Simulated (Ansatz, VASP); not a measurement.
Si2Ni: VASP beside Ansatz

Contents of INCAR:

```
SYSTEM = Si2Ni
PREC = Accurate
ENCUT = 520
EDIFF = 1E-6
ISMEAR = 0
SIGMA = 0.15
LREAL = .False.
LASPH = .True.
NELM = 80
ALGO = Normal
ISIF = 2
LWAVE = .False.
LCHARG = .False.
GGA = CA
NBANDS = 16
```

Contents of KPOINTS:

```
regular mesh
0
Gamma
  14 14 14
  0 0 0
```

The input POSCAR:

```
Si2Ni
1.0
    0.0000000000      2.7784916684      2.7784916684
    2.7784916684      0.0000000000      2.7784916684
    2.7784916684      2.7784916684      0.0000000000
Si Ni
2 1
Direct
    0.2500000000      0.2500000000      0.2500000000
    0.7500000000      0.7500000000      0.7500000000
    0.0000000000      0.0000000000      0.0000000000
```

Input for Ansatz:

```yaml
crystal:
  lattice:
    - [0.0, 2.7784916684, 2.7784916684]
    - [2.7784916684, 0.0, 2.7784916684]
    - [2.7784916684, 2.7784916684, 0.0]
  atoms:
    - { symbol: Si, position: [0.25, 0.25, 0.25] }
    - { symbol: Si, position: [0.75, 0.75, 0.75] }
    - { symbol: Ni, position: [0.0, 0.0, 0.0] }
basis:
  ecutwfc: 520.0
kpoints:
  mp_grid: { grid: [14, 14, 14] }
hamiltonian:
  xc: lda
  pseudopotentials: { kind: paw, azcp: { folder: soft_1 } }
scf:
  occupations: { method: gaussian, width: 0.15 }
  lower_state_search: "off"
output:
  forces: true
  stress: true
  eigenvalues: true
```

Alike in both runs: task single point; functional LDA; k mesh 14 × 14 × 14; occupations gaussian, width 0.15 eV; no spin polarisation.

|  | VASP | Ansatz |
| --- | --- | --- |
| version | VASP 6.6.1 | Ansatz 0.2.0 |
| potentials or method | VASP PAW LDA potentials, release 64 (Si, Ni), cutoff 520 eV | scalar-relativistic, plane waves, PAW |
| valence electrons in the cell | 18 | 26 |

VASP gave:

```
gap on the k mesh at the Fermi level (eV) : none
pressure (GPa)                            : -14.5
```

Task: Which values does Ansatz return?

Result: gap on the k mesh at the Fermi level (eV): none; pressure (GPa): -14.7.

Ansatz warns that its potentials were made for another functional, while VASP's fit it. LDA's correlation is that of Perdew and Zunger in VASP and of Perdew and Wang (1992) in Ansatz. A gap of «none» marks a metal or a gap that the smearing closes. VASP's potentials hold 18 valence electrons a cell and Ansatz's 26, so a difference there can come from the potentials and not from the codes.
